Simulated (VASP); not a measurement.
# Li (Fm-3m) in VASP: notebook, part 2 of 2

VASP 6.6.1.

### Step 4. Electric field gradients, PBE

Input file INCAR:

```
  ALGO = Normal
  EDIFF = 1E-8
  ENCUT = 520
  GGA = PE
  ISIF = 2
  ISMEAR = -1
  LASPH = T
  LCHARG = F
  LEFG = T
  LREAL = F
  LWAVE = F
  NBANDS = 8
  NELM = 100
  PREC = Accurate
  SIGMA = 0.05
```

Input file KPOINTS:

```
k-points
0
Gamma
  12 12 12
```

Input file POSCAR:

```
Li
1.0
    0.0000000000      2.2020000000      2.2020000000
    2.2020000000      0.0000000000      2.2020000000
    2.2020000000      2.2020000000      0.0000000000
Li
1
Direct
    0.0000000000      0.0000000000      0.0000000000
```

Potentials or basis: VASP PAW PBE potentials, release 64 (Li_sv).

The run is started by

```
cat potpaw_PBE.64/Li_sv/POTCAR > POTCAR
mpirun -np 1 vasp_std > vasp.out
```

OUTCAR:

```text
EDIFF = 1E-8
   ENCUT = 520
   GGA = PE
   ISIF = 2
   ISMEAR = -1
   LASPH = T
   LREAL = F
   NELM = 100
   PREC = Accurate

 ion  position               nearest neighbor table
   1  0.000  0.000  0.000-

  LATTYP: Found a face centered cubic cell.
 ALAT       =     4.4040000000

  Lattice vectors:

 A1 = (   0.0000000000,   2.2020000000,   2.2020000000)
[... 469 lines left out ...]
 -----------------------------------------------------------------------------------
    total drift:                               -0.000000      0.000000     -0.000000

  FREE ENERGIE OF THE ION-ELECTRON SYSTEM (eV)
  ---------------------------------------------------
  free  energy   TOTEN  =        -1.9071479987 eV

  energy  without entropy=       -1.9025948087  energy(sigma->0) =       -1.90487140

 Electric field gradients (V/A^2)
---------------------------------------------------------------------
 ion       V_xx      V_yy      V_zz      V_xy      V_xz      V_yz
---------------------------------------------------------------------
   1      -0.000    -0.000     0.000     0.002     0.002     0.002
---------------------------------------------------------------------

 Electric field gradients after diagonalization (V/A^2)
 (convention: |V_zz| > |V_xx| > |V_yy|)
----------------------------------------------------------------------
 ion       V_xx      V_yy      V_zz     asymmetry (V_yy - V_xx)/ V_zz
----------------------------------------------------------------------
   1      -0.002    -0.002     0.003       0.000
----------------------------------------------------------------------

           NMR quadrupolar parameters

 Cq : quadrupolar parameter    Cq=e*Q*V_zz/h
 eta: asymmetry parameters     (V_yy - V_xx)/ V_zz
 Q  : nuclear electric quadrupole moment in mb (millibarn)
----------------------------------------------------------------------
 ion       Cq(MHz)       eta       Q (mb)
----------------------------------------------------------------------
   1       0.000       0.000       1.000
----------------------------------------------------------------------
```

OSZICAR:

```text
N       E                     dE             d eps       ncg     rms          rms(c)
DAV:   1    -0.200641891999E+00   -0.20064E+00   -0.69821E+02  1152   0.256E+02
DAV:   2    -0.187485134969E+01   -0.16742E+01   -0.16349E+01  1680   0.344E+01
DAV:   3    -0.190860112865E+01   -0.33750E-01   -0.33749E-01  1312   0.323E+00
DAV:   4    -0.190891444102E+01   -0.31331E-03   -0.31331E-03  1784   0.327E-01
DAV:   5    -0.190891518650E+01   -0.74548E-06   -0.74546E-06  1448   0.122E-02    0.245E-01
DAV:   6    -0.190773028728E+01    0.11849E-02   -0.28009E-04  1888   0.681E-02    0.139E-01
DAV:   7    -0.190715146691E+01    0.57882E-03   -0.66458E-04  1848   0.103E-01    0.277E-02
DAV:   8    -0.190715075342E+01    0.71349E-06   -0.71581E-06  1400   0.185E-02    0.155E-03
DAV:   9    -0.190714891437E+01    0.18391E-05   -0.36421E-07  1656   0.522E-03    0.454E-04
DAV:  10    -0.190714800806E+01    0.90630E-06   -0.38675E-08  1424   0.131E-03    0.212E-04
DAV:  11    -0.190714798953E+01    0.18537E-07   -0.25615E-09   880   0.431E-04    0.374E-05
DAV:  12    -0.190714800233E+01   -0.12801E-07   -0.51504E-10   720   0.204E-04    0.618E-06
DAV:  13    -0.190714799873E+01    0.36011E-08   -0.21053E-10   656   0.122E-04
   1 F= -.19071480E+01 E0= -.19048714E+01  d E =-.455319E-02
```

Wall time 15 s (1 thread of Intel Xeon 8259CL, shared host); peak memory 0.13 GiB.

Results:

```
Free energy                             : -1.9071 eV
Band gap on the k mesh                  : zero (an odd number of electrons rules out a gap without spin polarisation)
Largest electric field gradient by atom : zero within the noise of the run
```

### Step 5. Electric field gradients, PBE

Input file INCAR:

```
PREC = Accurate ; ENCUT = 520
EDIFF = 1E-8 ; ISMEAR = -1
SIGMA = 0.05 ; LREAL = False
LASPH = True ; NELM = 60
ALGO = Normal ; ISIF = 2
LWAVE = False ; LCHARG = False
GGA = PE ; LEFG = True
NBANDS = 8
```

Input file KPOINTS:

```
Automatic mesh
0
Gamma
  22 22 22
```

POSCAR is that of step 4.

Potentials or basis: VASP PAW PBE potentials, release 64 (Li_sv).

The run is started by

```
cat potpaw_PBE.64/Li_sv/POTCAR > POTCAR
mpirun -np 1 vasp_std > vasp.out
```

OUTCAR:

```text
PREC = Accurate
   ENCUT = 520
   EDIFF = 1E-8
   ISMEAR = -1
   LREAL = False
   LASPH = True
   NELM = 60
   ISIF = 2
   GGA = PE

 ion  position               nearest neighbor table
   1  0.000  0.000  0.000-

  LATTYP: Found a face centered cubic cell.
 ALAT       =     4.4040000000

  Lattice vectors:

 A1 = (   0.0000000000,   2.2020000000,   2.2020000000)
 A2 = (   2.2020000000,   0.0000000000,   2.2020000000)
[... 469 lines left out ...]
    total drift:                               -0.000000      0.000000     -0.000000

  FREE ENERGIE OF THE ION-ELECTRON SYSTEM (eV)
  ---------------------------------------------------
  free  energy   TOTEN  =        -1.9060374923 eV

  energy  without entropy=       -1.9017999991  energy(sigma->0) =       -1.90391875

 Electric field gradients (V/A^2)
---------------------------------------------------------------------
 ion       V_xx      V_yy      V_zz      V_xy      V_xz      V_yz
---------------------------------------------------------------------
   1      -0.000    -0.000    -0.000     0.002     0.002     0.002
---------------------------------------------------------------------

 Electric field gradients after diagonalization (V/A^2)
 (convention: |V_zz| > |V_xx| > |V_yy|)
----------------------------------------------------------------------
 ion       V_xx      V_yy      V_zz     asymmetry (V_yy - V_xx)/ V_zz
----------------------------------------------------------------------
   1      -0.002    -0.002     0.003       0.000
----------------------------------------------------------------------

           NMR quadrupolar parameters

 Cq : quadrupolar parameter    Cq=e*Q*V_zz/h
 eta: asymmetry parameters     (V_yy - V_xx)/ V_zz
 Q  : nuclear electric quadrupole moment in mb (millibarn)
----------------------------------------------------------------------
 ion       Cq(MHz)       eta       Q (mb)
----------------------------------------------------------------------
   1       0.000       0.000       1.000
----------------------------------------------------------------------
```

OSZICAR:

```text
N       E                     dE             d eps       ncg     rms          rms(c)
DAV:   1    -0.136865979328E+00   -0.13687E+00   -0.70675E+02  5312   0.259E+02
DAV:   2    -0.188164210625E+01   -0.17448E+01   -0.17058E+01  7696   0.343E+01
DAV:   3    -0.190749200494E+01   -0.25850E-01   -0.25838E-01  6032   0.313E+00
DAV:   4    -0.190782518683E+01   -0.33318E-03   -0.33318E-03  8304   0.308E-01
DAV:   5    -0.190782586742E+01   -0.68058E-06   -0.68063E-06  6392   0.113E-02    0.249E-01
DAV:   6    -0.190662751070E+01    0.11984E-02   -0.28004E-04  8512   0.686E-02    0.141E-01
DAV:   7    -0.190604078987E+01    0.58672E-03   -0.66972E-04  8344   0.103E-01    0.277E-02
DAV:   8    -0.190604046112E+01    0.32875E-06   -0.86876E-06  6208   0.190E-02    0.166E-03
DAV:   9    -0.190603847188E+01    0.19892E-05   -0.37403E-07  8312   0.531E-03    0.463E-04
DAV:  10    -0.190603750525E+01    0.96663E-06   -0.39634E-08  6224   0.132E-03    0.215E-04
DAV:  11    -0.190603748554E+01    0.19711E-07   -0.25552E-09  3992   0.440E-04    0.394E-05
DAV:  12    -0.190603749591E+01   -0.10364E-07   -0.51264E-10  3456   0.207E-04    0.506E-06
DAV:  13    -0.190603749235E+01    0.35606E-08   -0.21037E-10  3152   0.118E-04
   1 F= -.19060375E+01 E0= -.19039187E+01  d E =-.423749E-02
```

Wall time 54 s (1 thread of Intel Xeon 8259CL, shared host); peak memory 0.16 GiB.

What came out:

- Free energy: -1.9060 eV
- Band gap on the k mesh: zero (an odd number of electrons rules out a gap without spin polarisation)
- Largest electric field gradient by atom: zero within the noise of the run

Levels at points of the mesh, in eV from the Fermi level:
| k point | band 1 | band 2 | band 3 | band 4 | band 5 |
| --- | --- | --- | --- | --- | --- |
| (0.00, 0.00, 0.00) | -46.63 | -3.50 | 13.82 | 13.82 | 13.82 |
| (0.50, 0.00, 0.00) | -46.61 | -0.01 | 2.75 | 12.16 | 12.16 |
| (0.50, 0.50, 0.00) | -46.61 | 1.48 | 4.51 | 8.13 | 8.13 |

### Step 6. Summary

```tsv
k mesh	gap on the mesh (eV)
5 × 5 × 5	none
8 × 8 × 8	none
12 × 12 × 12	none
22 × 22 × 22	none
```

Alike in all rows: task electric field gradients; level PBE; potentials or basis VASP PAW PBE potentials, release 64 (Li_sv); no spin polarisation; cell as given; cutoff (eV) 520; smearing fermi-dirac 0.05 eV.

Caveats: some runs use coarse meshes.

Total energies depend on the potentials used, so only differences within one code and one set of settings carry meaning.
